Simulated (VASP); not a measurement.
# Ni (Im-3m) in VASP: single point with PBEsol

Aim: the single point of Ni with PBEsol.

All numbers are computed with VASP 6.6.1; they aren't measurements. Logs are shortened: lines on timing, memory, paths and dates and some standing lists are left out, and cuts for length are marked.

## 1. The cell of the first run

It takes space group Im-3m (No. 229, cubic). The conventional cell has a = 2.756 Å, b = 2.756 Å, c = 2.756 Å, α = 90.00°, β = 90.00°, γ = 90.00°. Within 3.2 Å of Ni (site symmetry m-3m) lie 14 Ni at 2.39 to 2.76 Å.

## 2. Single point, PBEsol

INCAR

```
SYSTEM = Ni
  ALGO = Normal
  EDIFF = 1E-6
  ENCUT = 520
  GGA = PS
  ISIF = 2
  ISMEAR = -1
  LASPH = .True.
  LCHARG = .False.
  LREAL = .False.
  LWAVE = .False.
  NBANDS = 11
  NELM = 80
  PREC = Accurate
  SIGMA = 0.13605693000000002
```

KPOINTS

```
k-points
0
Gamma
  17 17 17
  0 0 0
```

POSCAR

```
Ni
1.0
   -1.3779276463      1.3779276463      1.3779276463
    1.3779276463     -1.3779276463      1.3779276463
    1.3779276463      1.3779276463     -1.3779276463
Ni
1
Direct
    0.0000000000      0.0000000000      0.0000000000
```

Potentials or basis: VASP PAW PBE potentials, release 64 (Ni).

Command:

```
$ cat potpaw_PBE.64/Ni/POTCAR > POTCAR
$ mpirun -np 1 vasp_std > vasp.out
```

OUTCAR:

```text
SYSTEM = Ni
   EDIFF = 1E-6
   ENCUT = 520
   GGA = PS
   ISIF = 2
   ISMEAR = -1
   LASPH = .True.
   LREAL = .False.
   NELM = 80
   PREC = Accurate

 ion  position               nearest neighbor table
   1  0.000  0.000  0.000-

  LATTYP: Found a body centered cubic cell.
 ALAT       =     2.7558552926

  Lattice vectors:

 A1 = (  -1.3779276463,   1.3779276463,   1.3779276463)
 A2 = (   1.3779276463,  -1.3779276463,   1.3779276463)
 A3 = (   1.3779276463,   1.3779276463,  -1.3779276463)

Analysis of symmetry for initial positions (statically):
=====================================================================
 Subroutine PRICEL returns:
 Original cell was already a primitive cell.

 Routine SETGRP: Setting up the symmetry group for a
 body centered cubic supercell.

 Subroutine GETGRP returns: Found 48 space group operations
 (whereof 48 operations were pure point group operations)
 out of a pool of 48 trial point group operations.

The static configuration has the point symmetry O_h .

Analysis of symmetry for dynamics (positions and initial velocities):
=====================================================================
 Subroutine PRICEL returns:
 Original cell was already a primitive cell.

 Routine SETGRP: Setting up the symmetry group for a
 body centered cubic supercell.

 Subroutine GETGRP returns: Found 48 space group operations
 (whereof 48 operations were pure point group operations)
 out of a pool of 48 trial point group operations.

The dynamic configuration has the point symmetry O_h .

 Subroutine INISYM returns: Found 48 space group operations
 (whereof 48 operations are pure point group operations),
 and found     1 'primitive' translations

----------------------------------------------------------------------------------------

                                     Primitive cell

  volume of cell :      10.4650

  direct lattice vectors                    reciprocal lattice vectors
    -1.377927646  1.377927646  1.377927646     0.000000000  0.362863755  0.362863755
     1.377927646 -1.377927646  1.377927646     0.362863755  0.000000000  0.362863755
     1.377927646  1.377927646 -1.377927646     0.362863755  0.362863755  0.000000000

  length of vectors
     2.386640693  2.386640693  2.386640693     0.513166844  0.513166844  0.513166844

  position of ions in fractional coordinates (direct lattice)
     0.000000000  0.000000000  0.000000000

  ion indices of the primitive-cell ions
   primitive index   ion index
                 1           1

----------------------------------------------------------------------------------------

 KPOINTS: k-points

Automatic generation of k-mesh.
 Grid dimensions read from file:
 generate k-points for:   17   17   17

 Generating k-lattice:

  Cartesian coordinates                     Fractional coordinates (reciprocal lattice)
     0.000000000  0.021344927  0.021344927     0.058823529  0.000000000  0.000000000
     0.021344927  0.000000000  0.021344927     0.000000000  0.058823529  0.000000000
     0.021344927  0.021344927  0.000000000     0.000000000  0.000000000  0.058823529

  Length of vectors
     0.030186285  0.030186285  0.030186285

  Shift w.r.t. Gamma in fractional coordinates (k-lattice)
     0.000000000  0.000000000  0.000000000

 Subroutine IBZKPT returns following result:
 ===========================================

 Found    165 irreducible k-points:

 Following reciprocal coordinates:
            Coordinates               Weight
  0.000000  0.000000  0.000000      1.000000
  0.058824  0.000000  0.000000     12.000000
  0.117647  0.000000  0.000000     12.000000
  0.176471  0.000000  0.000000     12.000000
  0.235294  0.000000  0.000000     12.000000
  0.294118  0.000000  0.000000     12.000000
[... 16 lines left out ...]
  0.411765  0.117647  0.000000     48.000000
  0.176471  0.176471  0.000000     24.000000
 [... further k-points ...]
   k-points           NKPTS =    165   k-points in BZ     NKDIM =    165   number of bands    NBANDS=     11
   number of dos      NEDOS =    301   number of ions     NIONS =      1
   total plane-waves  NPLWV =   5832
   dimension x,y,z NGX =    18 NGY =   18 NGZ =   18
   dimension x,y,z NGXF=    36 NGYF=   36 NGZF=   36
   ions per type =               1
   NGX,Y,Z   is equivalent  to a cutoff of  12.54, 12.54, 12.54 a.u.
   NGXF,Y,Z  is equivalent  to a cutoff of  25.08, 25.08, 25.08 a.u.
 SYSTEM =  Ni
   PREC   = accura    normal or accurate (medium, high low for compatibility)
   ISTART =      0    job   : 0-new  1-cont  2-samecut
   ICHARG =      2    charge: 1-file 2-atom 10-const
   ISPIN  =      1    spin polarized calculation?
   LNONCOLLINEAR =      F non collinear calculations
   LSORBIT =      F    spin-orbit coupling
   LASPH  =      T    aspherical Exc in radial PAW
   ENCUT  =  520.0 eV  38.22 Ry    6.18 a.u.   4.44  4.44  4.44*2*pi/ulx,y,z
   NELM   =     80;   NELMIN=  2; NELMDL= -5     # of ELM steps
   EDIFF  = 0.1E-05   stopping-criterion for ELM
   LREAL  =      F    real-space projection
[... 7 lines left out ...]
   TEBEG  =    0.0;   TEEND  =   0.0 temperature during run
   PSTRESS=    0.0 pullay stress
   NELECT =      10.0000    total number of electrons
   NUPDOWN=      -1.0000    fix difference up-down
   EMIN   =  10.00;   EMAX   =-10.00  energy-range for DOS
   EFERMI =   0.00;   METHOD = LEGACY
   ISMEAR =    -1;   SIGMA  =   0.14  broadening in eV -4-tet -1-fermi 0-gaus
   EFERMI_NEDOS =   21; number of points for ismear=-14 and -15
   IALGO  =     38    algorithm
   IMIX   =      4    mixing-type and parameters
     AMIX     =   0.40;   BMIX     =  1.00
     AMIX_MAG =   1.60;   BMIX_MAG =  1.00
  volume/ion in A,a.u.               =      10.46        70.62
  Fermi-wavevector in a.u.,A,eV,Ry     =   1.612483  3.047151 35.376518  2.600101
  Thomas-Fermi vector in A             =   2.707706
   LORBIT       =      0    0 simple, 1 ext, 2 COOP (PROOUT), +10 PAW based schemes
   GGA     = PS    functional components
   LHFCALC =     F    Hartree Fock is set to
   AEXX    =    0.0000 exact exchange contribution
   IVDW    =     0    specifies the selected vdW correction
   LEPSILON=     F    determine dielectric tensor
   LRPA    =     F    only Hartree local field effects (RPA)
 non-spin polarized calculation
  energy-cutoff  :      520.00
  volume of cell :       10.46
 maximum number of plane-waves:       321
 NGX is ok and might be reduce to    18
   NGX =  9   NGY =  9   NGZ =  9

 number of electron      10.0000010 magnetization

 Free energy of the ion-electron system (eV)
  ---------------------------------------------------
  ext. energy  EPLUGINS =         0.00000000
  ---------------------------------------------------
  free energy    TOTEN  =        -6.08548784 eV

  energy without entropy =       -5.96490291  energy(sigma->0) =       -6.02519537

 E-fermi :   9.5856     XC(G=0): -13.6644

 val. band max:        9.5751307769   @ k =  -0.4118   0.4118   0.2941
 cond. band min:       9.5875439945   @ k =  -0.2353   0.3529   0.0588
 fundamental gap:      0.0124132175
 Fermi energy:         9.5856372520

 k-point     1 :       0.0000    0.0000    0.0000
  band No.  band energies     occupation
      1       0.4144      2.00000
      2       7.5437      2.00000
      3       7.5437      2.00000
      4       7.5437      2.00000
      5       8.9645      1.97940
      6       8.9645      1.97940
      7      36.4206      0.00000
      8      36.4206      0.00000
      9      36.4206      0.00000
     10      41.5886      0.00000
     11      41.5886      0.00000

 k-point     2 :       0.0588    0.0000    0.0000
  band No.  band energies     occupation
      1       0.5622      2.00000
      2       7.5078      2.00000
      3       7.5405      2.00000
      4       7.6138      2.00000
      5       8.9279      1.98422
      6       8.9673      1.97897
      7      35.2646      0.00000
      8      36.1597      0.00000
      9      36.2457      0.00000
     10      40.5765      0.00000
     11      40.9380      0.00000

 k-point     3 :       0.1176    0.0000    0.0000
  band No.  band energies     occupation
      1       0.9979      2.00000
      2       7.4055      2.00000
      3       7.5213      2.00000
      4       7.8180      2.00000
      5       8.8411      1.99163
      6       8.9765      1.97752
      7      32.6818      0.00000
      8      35.2319      0.00000
      9      35.8293      0.00000
     10      38.6856      0.00000
     11      39.5837      0.00000

 k-point     4 :       0.1765    0.0000    0.0000
  band No.  band energies     occupation
      1       1.6961      2.00000
      2       7.2529      2.00000
      3       7.4687      2.00000
      4       8.1385      1.99995
      5       8.7611      1.99534
      6       8.9935      1.97457
      7      29.6339      0.00000
      8      33.8382      0.00000
      9      35.3487      0.00000
     10      36.5946      0.00000
     11      38.6991      0.00000

 k-point     5 :       0.2353    0.0000    0.0000
  band No.  band energies     occupation
      1       2.5995      2.00000
      2       7.0727      2.00000
      3       7.4031      2.00000
      4       8.5442      1.99905
      5       8.7385      1.99605
      6       9.0191      1.96939
      7      26.5189      0.00000
      8      32.4023      0.00000
      9      34.7004      0.00000
     10      34.9089      0.00000
     11      38.1627      0.00000
[... 211 lines left out ...]
 k-point    21 :       0.2941    0.1176    0.0000
  band No.  band energies     occupation
      1       4.7175      2.00000
      2       6.7462      2.00000
      3       7.3748      2.00000
      4       8.7743      1.99487
      5       9.1761      1.90602
      6      10.0160      0.08117
      7      21.0006      0.00000
      8      26.8804      0.00000
      9      30.7544      0.00000
     10      36.0536      0.00000
     11      40.9453      0.00000

 k-point    22 :       0.3529    0.1176    0.0000
  band No.  band energies     occupation
      1       5.1049      2.00000
      2       6.6389      2.00000
      3       7.8252      2.00000
      4       8.8549      1.99074
      5       9.2705      1.82047
      6      10.7707      0.00033
      7      18.5649      0.00000
      8      26.2600      0.00000
      9      30.0032      0.00000
     10      35.8902      0.00000
     11      40.9509      0.00000

 k-point    23 :       0.4118    0.1176    0.0000
  band No.  band energies     occupation
      1       5.2130      2.00000
      2       6.5837      2.00000
      3       8.1613      1.99994
      4       8.8845      1.98850
      5       9.3838      1.63027
      6      11.5374      0.00000
      7      16.8906      0.00000
      8      25.9367      0.00000
      9      29.6149      0.00000
     10      35.8073      0.00000
     11      40.9522      0.00000

 k-point    24 :       0.1765    0.1765    0.0000
  band No.  band energies     occupation
      1       3.8724      2.00000
      2       6.9649      2.00000
      3       7.0383      2.00000
      4       8.6473      1.99798
      5       9.1109      1.94076
      6       9.4373      1.49676
      7      25.2896      0.00000
      8      26.1304      0.00000
      9      31.8942      0.00000
     10      36.8182      0.00000
     11      40.2845      0.00000

 [... further k-points ...]
[... 5 lines left out ...]
  --------------------------------------------------------------------------------------
  -------------------------------------------------------------------------------------
  Total       -0.0343821     -0.0343821     -0.0343821      0.0000000      0.0000000     -0.0000000
  in kB       -5.2638573     -5.2638573     -5.2638573      0.0000000      0.0000000     -0.0000000
  external PRESSURE =      -5.2638573 kB  Pullay stress =       0.0000000 kB

 VOLUME and BASIS-vectors are now :
 -----------------------------------------------------------------------------
  energy-cutoff  :      520.00
  volume of cell :       10.46
      direct lattice vectors                 reciprocal lattice vectors
    -1.377927646  1.377927646  1.377927646     0.000000000  0.362863755  0.362863755
     1.377927646 -1.377927646  1.377927646     0.362863755  0.000000000  0.362863755
     1.377927646  1.377927646 -1.377927646     0.362863755  0.362863755  0.000000000

 POSITION                                       TOTAL-FORCE (eV/Angst)
 -----------------------------------------------------------------------------------
      0.00000      0.00000      0.00000        -0.000000      0.000000     -0.000000
 -----------------------------------------------------------------------------------
    total drift:                                0.000000     -0.000000      0.000000

  FREE ENERGIE OF THE ION-ELECTRON SYSTEM (eV)
  ---------------------------------------------------
  free  energy   TOTEN  =        -6.0854878428 eV

  energy  without entropy=       -5.9649029056  energy(sigma->0) =       -6.02519537
```

Run time: 19 s. Hardware: 1 thread of AMD EPYC 7R43 (Zen 3), shared host; peak memory 0.09 GiB.

Results:

| Quantity | Value |
| --- | --- |
| Free energy | -6.0855 eV |
| Pressure | -0.5 GPa |
| Band gap on the k mesh | zero (band 5 reaches 9.94 eV, above the bottom of band 6 at 8.90 eV) |

Caveat: the PAW data sets were made with another functional, which shifts forces and pressure a little; the run has no spin polarisation, though such a crystal can be magnetic. Spin polarisation is off, so any magnetic state and its effect on volume and gap are missing.
